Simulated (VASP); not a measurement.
Al31ZnO48 (a cell with a defect), 80 atoms in the cell. The cell holds a defect, 80 atoms: a = 10.361 Å, b = 10.361 Å, c = 10.361 Å, α = 55.29°, β = 55.29°, γ = 55.29°. 

```yaml
Program: VASP 6.6.1
Task: single point
Functional: PBE
Potentials_or_basis: VASP PAW PBE potentials, release 64 (Al, Zn, O)
Cutoff: 520 eV
k_mesh: 1 × 1 × 1
Occupations: fermi-dirac, width 0.01 eV
Spin: no spin polarisation
Dipole_correction: no
Charge: -1
Further_INCAR_settings: LREAL = Auto; ALGO = Normal; EDIFF = 1e-06; NBANDS = 242; NELECT = 394.0
```

Potentials or basis: VASP PAW PBE potentials, release 64 (Al, Zn, O).

Command:

```bash
$ cat potpaw_PBE.64/Al/POTCAR potpaw_PBE.64/Zn/POTCAR potpaw_PBE.64/O/POTCAR > POTCAR
$ mpirun -np 1 vasp_gam > vasp.out
```

Hardware: 1 thread of Intel(R) Xeon(R) Platinum 8488C (Sapphire Rapids), on a shared host.

Problem. Estimate the wall time of this run.

Solution. Run time: 8.8 min on 1 thread of Intel(R) Xeon(R) Platinum 8488C (Sapphire Rapids), on a shared host, peak memory 0.95 GiB. Counts: scf iterations 17, k points 1.
